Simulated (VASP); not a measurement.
# Al2O3 (P-3m1) in VASP: relaxation of cell and atoms with PBEsol

Aim: the relaxation of cell and atoms of Al2O3 with PBEsol.

All numbers are computed with VASP 6.6.1; they aren't measurements. Logs are shortened: lines on timing, memory, paths and dates and some standing lists are left out, and cuts for length are marked.

**1. The cell of the first run**

The structure is trigonal, space group P-3m1 (No. 164). The conventional cell has a = 3.017 Å, b = 3.017 Å, c = 7.575 Å, α = 90.00°, β = 90.00°, γ = 120.00°. Al (site symmetry 3m) has 4 O at 1.68 to 1.84 Å within 2.2 Å. Within 2.2 Å of O (site symmetry -3m) lie 2 Al at 1.68 Å. O (site symmetry 3m) has 3 Al at 1.84 Å within 2.4 Å.

**2. Relaxation of cell and atoms, PBEsol, target pressure 30 GPa, at which the enthalpy is minimised**

INCAR reads:

```
PREC = Accurate ; ENCUT = 600
EDIFF = 1E-6 ; ISMEAR = -1
SIGMA = 0.05 ; LREAL = False
LASPH = True ; NELM = 60
ALGO = Normal ; ISIF = 3
LWAVE = False ; LCHARG = False
GGA = PS ; IBRION = 2
NSW = 60 ; EDIFFG = -0.01
PSTRESS = 300.0
```

KPOINTS reads:

```
Automatic mesh
0
Gamma
  10 10 4
```

POSCAR reads:

```
Al2O3
1.0
    3.0174825440      0.0000000000      0.0000000000
   -1.5087412720      2.6132165386      0.0000000000
    0.0000000000      0.0000000000      7.5746360022
Al O
2 3
Direct
    0.0000000000      0.0000000000      0.7220490000
    0.0000000000      0.0000000000      0.2779510000
    0.0000000000      0.0000000000      0.5000000000
    0.6666666667      0.3333333333      0.8005460000
    0.3333333333      0.6666666667      0.1994540000
```

Potentials or basis: VASP PAW PBE potentials, release 64 (Al, O).

Started as:

```
$ cat potpaw_PBE.64/Al/POTCAR potpaw_PBE.64/O/POTCAR > POTCAR
$ mpirun -np 1 vasp_std > vasp.out
```

OUTCAR:

```text
PREC = Accurate
   ENCUT = 600
   EDIFF = 1E-6
   ISMEAR = -1
   LREAL = False
   LASPH = True
   NELM = 60
   ISIF = 3
   GGA = PS
   IBRION = 2
   NSW = 60
   EDIFFG = -0.01
   PSTRESS = 300.0

 ion  position               nearest neighbor table
   1  0.000  0.000  0.722-   3 1.68   4 1.84   4 1.84   4 1.84   2 3.36
   2  0.000  0.000  0.278-   3 1.68   5 1.84   5 1.84   5 1.84   1 3.36
   3  0.000  0.000  0.500-   1 1.68   2 1.68
   4  0.667  0.333  0.801-   1 1.84   1 1.84   1 1.84
   5  0.333  0.667  0.199-   2 1.84   2 1.84   2 1.84

  LATTYP: Found a hexagonal cell.
 ALAT       =     3.0174825440
 C/A-ratio  =     2.5102501478

  Lattice vectors:

 A1 = (   3.0174825440,   0.0000000000,   0.0000000000)
 A2 = (  -1.5087412720,   2.6132165386,   0.0000000000)
 A3 = (   0.0000000000,   0.0000000000,   7.5746360022)

Analysis of symmetry for initial positions (statically):
=====================================================================
 Subroutine PRICEL returns:
 Original cell was already a primitive cell.

 Routine SETGRP: Setting up the symmetry group for a
 hexagonal supercell.

 Subroutine GETGRP returns: Found 12 space group operations
 (whereof 12 operations were pure point group operations)
 out of a pool of 24 trial point group operations.

The static configuration has the point symmetry D_3d.

Analysis of symmetry for dynamics (positions and initial velocities):
=====================================================================
 Subroutine PRICEL returns:
 Original cell was already a primitive cell.

 Routine SETGRP: Setting up the symmetry group for a
 hexagonal supercell.

 Subroutine GETGRP returns: Found 12 space group operations
 (whereof 12 operations were pure point group operations)
 out of a pool of 24 trial point group operations.

The dynamic configuration has the point symmetry D_3d.

 Subroutine INISYM returns: Found 12 space group operations
 (whereof 12 operations are pure point group operations),
 and found     1 'primitive' translations

----------------------------------------------------------------------------------------

                                     Primitive cell

  volume of cell :      59.7285

  direct lattice vectors                    reciprocal lattice vectors
     3.017482544  0.000000000  0.000000000     0.331402083  0.191335082  0.000000000
    -1.508741272  2.613216539  0.000000000     0.000000000  0.382670163  0.000000000
     0.000000000  0.000000000  7.574636002     0.000000000  0.000000000  0.132019545

  length of vectors
     3.017482544  3.017482544  7.574636002     0.382670163  0.382670163  0.132019545

  position of ions in fractional coordinates (direct lattice)
     0.000000000  0.000000000  0.722049000
     0.000000000  0.000000000  0.277951000
     0.000000000  0.000000000  0.500000000
     0.666666667  0.333333333  0.800546000
     0.333333333  0.666666667  0.199454000

  ion indices of the primitive-cell ions
   primitive index   ion index
                 1           1
                 2           2
                 3           3
                 4           4
                 5           5

----------------------------------------------------------------------------------------

 KPOINTS: Automatic mesh

Automatic generation of k-mesh.
 Grid dimensions read from file:
 generate k-points for:   10   10    4

 Generating k-lattice:

  Cartesian coordinates                     Fractional coordinates (reciprocal lattice)
     0.033140208  0.019133508  0.000000000     0.100000000  0.000000000  0.000000000
     0.000000000  0.038267016  0.000000000     0.000000000  0.100000000  0.000000000
     0.000000000  0.000000000  0.033004886     0.000000000  0.000000000  0.250000000

  Length of vectors
     0.038267016  0.038267016  0.033004886

  Shift w.r.t. Gamma in fractional coordinates (k-lattice)
     0.000000000  0.000000000  0.000000000

 Subroutine IBZKPT returns following result:
 ===========================================

 Found     50 irreducible k-points:

 Following reciprocal coordinates:
            Coordinates               Weight
  0.000000  0.000000  0.000000      1.000000
  0.100000  0.000000  0.000000      6.000000
  0.200000  0.000000  0.000000      6.000000
  0.300000  0.000000  0.000000      6.000000
  0.400000 -0.000000  0.000000      6.000000
  0.500000  0.000000  0.000000      3.000000
[... 16 lines left out ...]
  0.000000  0.400000  0.250000      6.000000
  0.500000  0.000000  0.250000      6.000000
 [... further k-points ...]
   k-points           NKPTS =     50   k-points in BZ     NKDIM =     50   number of bands    NBANDS=     16
   number of dos      NEDOS =    301   number of ions     NIONS =      5
   total plane-waves  NPLWV =  36864
   dimension x,y,z NGX =    24 NGY =   24 NGZ =   64
   dimension x,y,z NGXF=    48 NGYF=   48 NGZF=  128
   ions per type =               2   3
   NGX,Y,Z   is equivalent  to a cutoff of  13.22, 13.22, 14.05 a.u.
   NGXF,Y,Z  is equivalent  to a cutoff of  26.45, 26.45, 28.09 a.u.
 SYSTEM =  unknown system
   PREC   = accura    normal or accurate (medium, high low for compatibility)
   ISTART =      0    job   : 0-new  1-cont  2-samecut
   ICHARG =      2    charge: 1-file 2-atom 10-const
   ISPIN  =      1    spin polarized calculation?
   LNONCOLLINEAR =      F non collinear calculations
   LSORBIT =      F    spin-orbit coupling
   LASPH  =      T    aspherical Exc in radial PAW
   ENCUT  =  600.0 eV  44.10 Ry    6.64 a.u.   6.03  6.03 15.13*2*pi/ulx,y,z
   NELM   =     60;   NELMIN=  2; NELMDL= -5     # of ELM steps
   EDIFF  = 0.1E-05   stopping-criterion for ELM
   LREAL  =      F    real-space projection
   EDIFFG = -.1E-01   stopping-criterion for IOM
   NSW    =     60    number of steps for IOM
   IBRION =      2    ionic relax: 0-MD 1-quasi-New 2-CG
   NFREE  =      1    steps in history (QN), initial steepest desc. (CG)
   ISIF   =      3    stress and relaxation
   ISYM   =      2    0-nonsym 1-usesym 2-fastsym
   POTIM  = 0.5000    time-step for ionic-motion
   TEBEG  =    0.0;   TEEND  =   0.0 temperature during run
   PSTRESS=  300.0 pullay stress
   NELECT =      24.0000    total number of electrons
   NUPDOWN=      -1.0000    fix difference up-down
   EMIN   =  10.00;   EMAX   =-10.00  energy-range for DOS
   EFERMI =   0.00;   METHOD = LEGACY
   ISMEAR =    -1;   SIGMA  =   0.05  broadening in eV -4-tet -1-fermi 0-gaus
   EFERMI_NEDOS =   21; number of points for ismear=-14 and -15
   IALGO  =     38    algorithm
   IMIX   =      4    mixing-type and parameters
     AMIX     =   0.40;   BMIX     =  1.00
     AMIX_MAG =   1.60;   BMIX_MAG =  1.00
  volume/ion in A,a.u.               =      11.95        80.61
  Fermi-wavevector in a.u.,A,eV,Ry     =   1.208049  2.282882 19.856107  1.459383
  Thomas-Fermi vector in A             =   2.343669
   LORBIT       =      0    0 simple, 1 ext, 2 COOP (PROOUT), +10 PAW based schemes
   GGA     = PS    functional components
   LHFCALC =     F    Hartree Fock is set to
   AEXX    =    0.0000 exact exchange contribution
   IVDW    =     0    specifies the selected vdW correction
   LEPSILON=     F    determine dielectric tensor
   LRPA    =     F    only Hartree local field effects (RPA)
 conjugate gradient relaxation of ions
 non-spin polarized calculation
  energy-cutoff  :      600.00
  volume of cell :       59.73
 maximum number of plane-waves:      2020
   NGX = 13   NGY = 13   NGZ = 31

--------------------------------------- Ionic step        1  -------------------------------------------

 number of electron      24.0000008 magnetization

 Free energy of the ion-electron system (eV)
  ---------------------------------------------------
  ext. energy  EPLUGINS =         0.00000000
  ---------------------------------------------------
  free energy    TOTEN  =       -37.73669966 eV

  energy without entropy =      -37.73669966  energy(sigma->0) =      -37.73669966

 E-fermi :   4.8742     XC(G=0):  -9.9409

 val. band max:        3.7430017281   @ k =   0.0000   0.0000   0.0000
 cond. band min:       5.9383272118   @ k =   0.0000   0.0000   0.0000
 fundamental gap:      2.1953254837
 Fermi energy:         4.8741777541

 k-point     1 :       0.0000    0.0000    0.0000
  band No.  band energies     occupation
      1     -15.8040      2.00000
      2     -15.6073      2.00000
      3     -13.0430      2.00000
      4      -2.1406      2.00000
      5      -0.7774      2.00000
      6       0.0110      2.00000
[... 433 lines left out ...]
      3     -12.6099      2.00000
      4      -3.6203      2.00000
      5      -3.2400      2.00000
      6      -0.6537      2.00000
[... 8 lines left out ...]
     15      11.8177      0.00000
     16      12.3162      0.00000

 [... further k-points ...]

------------------------ aborting loop because EDIFF is reached ----------------------------------------

  FORCE on cell =-STRESS in cart. coord.  units (eV):
  Direction    XX          YY          ZZ          XY          YZ          ZX
  --------------------------------------------------------------------------------------
  -------------------------------------------------------------------------------------
  Total       -1.5412711     -1.5412711     -1.0511124      0.0000000      0.0000000      0.0000000
  in kB      -41.3435433    -41.3435433    -28.1953698      0.0000000      0.0000000      0.0000000
  external PRESSURE =    -336.9608188 kB  Pullay stress =     300.0000000 kB
[... 106 lines left out ...]
  energy  without entropy=      -37.2396425617  energy(sigma->0) =      -37.23964256

  enthalpy is  TOTEN    =       -27.5681045466 eV   P V=        9.6715380152

[... ionic steps 4 to 18 ...]

--------------------------------------- Ionic step       19  -------------------------------------------

 number of electron      24.0000001 magnetization

------------------------ aborting loop because EDIFF is reached ----------------------------------------
[... 77 lines left out ...]
--------------------------------------- Ionic step       21  -------------------------------------------

 number of electron      24.0000001 magnetization

 Free energy of the ion-electron system (eV)
  ---------------------------------------------------
  ext. energy  EPLUGINS =         0.00000000
  ---------------------------------------------------
  free energy    TOTEN  =       -36.98187610 eV

  energy without entropy =      -36.98187610  energy(sigma->0) =      -36.98187610

 E-fermi :   7.5470     XC(G=0): -11.3865

 val. band max:        6.4974054396   @ k =   0.0000   0.0000   0.0000
 cond. band min:       9.6374703107   @ k =   0.0000   0.0000   0.0000
 fundamental gap:      3.1400648711
 Fermi energy:         7.5470013508

 k-point     1 :       0.0000    0.0000    0.0000
  band No.  band energies     occupation
      1     -14.4484      2.00000
      2     -13.5556      2.00000
      3     -10.9155      2.00000
      4       0.2009      2.00000
      5       0.3532      2.00000
      6       2.2465      2.00000
[... 433 lines left out ...]
      3     -10.1900      2.00000
      4      -2.0153      2.00000
      5      -1.3220      2.00000
      6       1.3553      2.00000
[... 8 lines left out ...]
     15      15.6637      0.00000
     16      16.4148      0.00000

 [... further k-points ...]

------------------------ aborting loop because EDIFF is reached ----------------------------------------

  FORCE on cell =-STRESS in cart. coord.  units (eV):
  Direction    XX          YY          ZZ          XY          YZ          ZX
  --------------------------------------------------------------------------------------
  -------------------------------------------------------------------------------------
  Total        8.6372213      8.6372213      8.6339963     -0.0000000      0.0000000      0.0000000
  in kB      299.7749383    299.7749384    299.6630066     -0.0000000      0.0000000      0.0000000
  external PRESSURE =      -0.2623722 kB  Pullay stress =     300.0000000 kB
[... 24 lines left out ...]
  energy  without entropy=      -36.9818761020  energy(sigma->0) =      -36.98187610

  enthalpy is  TOTEN    =       -28.3381702695 eV   P V=        8.6437058325

 reached required accuracy - stopping structural energy minimisation
```

It took 4.6 min on 1 thread of Intel Xeon Platinum 8488C (Sapphire Rapids), shared host; peak memory 0.21 GiB.

Results:

| Property | Result |
| --- | --- |
| Free energy | -36.9819 eV |
| Relaxed volume | 9.23 Å³/atom |
| Relaxed cell | a = 2.855 Å, b = 2.855 Å, c = 6.538 Å, α = 90.00°, β = 90.00°, γ = 120.00° |
| Space group after relaxing (to 0.1 Å) | P-3m1 (No. 164) |
| Energy change on relaxing (the run minimises the enthalpy) | +151.0 meV/atom |
| Ionic steps | 21 |
| Pressure after relaxing | 30.0 GPa |
| Largest force after relaxing | 0.005 eV/Å |
| Band gap on the k mesh | 3.14 eV |

Forces on the atoms (eV/Å):
```
Al   0.000  0.000 -0.005
Al   0.000  0.000  0.005
O    0.000  0.000  0.000
O    0.000  0.000  0.005
O    0.000  0.000 -0.005
```

Step by step:
```
step  energy change (eV)  largest force (eV/Å)  pressure (GPa)  volume (Å³)
   1              0.0000                0.1892           -3.70        59.73
   2              5.3889                5.3310          130.70        40.54
   3              0.4971                1.4713           26.96        51.65
   4              0.5687                1.5703           29.14        51.25
   5              0.8425                2.2710           30.94        49.46
   6              0.6431                1.7085           29.64        50.20
   7              0.6326                1.2594           29.48        49.36
   8              0.8290                0.7953           30.28        46.87
   9              0.8936                0.9729           30.55        46.51
  10              0.8714                0.7881           31.69        45.91
  11              0.9361                0.6335           33.40        45.35
  12              0.7728                1.0608           27.56        46.21
  13              0.8365                0.2869           30.29        45.79
  14              0.7621                0.1210           29.43        46.13
  15              0.7593                0.1133           29.39        46.15
  16              0.7809                0.0705           30.46        46.03
  17              0.7791                0.0668           30.37        46.04
  18              0.7699                0.0347           30.24        46.08
  19              0.7556                0.0173           30.02        46.16
  20              0.7533                0.0515           29.89        46.17
  21              0.7548                0.0051           29.97        46.16
```

Final structure:
```cif
data_structure
_symmetry_space_group_name_H-M 'P 1'
_symmetry_Int_Tables_number 1
_cell_length_a 2.8553
_cell_length_b 2.8553
_cell_length_c 6.5381
_cell_angle_alpha 90.000
_cell_angle_beta 90.000
_cell_angle_gamma 120.000
_cell_volume 46.16
loop_
_atom_site_label
_atom_site_type_symbol
_atom_site_fract_x
_atom_site_fract_y
_atom_site_fract_z
_atom_site_occupancy
Al1 Al 0.00000 0.00000 0.75016 1
Al2 Al 0.00000 0.00000 0.24984 1
O1 O 0.00000 0.00000 0.50000 1
O2 O 0.66667 0.33333 0.84226 1
O3 O 0.33333 0.66667 0.15774 1
```

Caveat: the cell is relaxed towards a set pressure, so the run minimises the enthalpy, not the energy; the volume moved by over 15 % at a fixed basis, so the end points are rough; the PAW data sets were made with another functional, which shifts forces and pressure a little. A k mesh can miss the band edges.
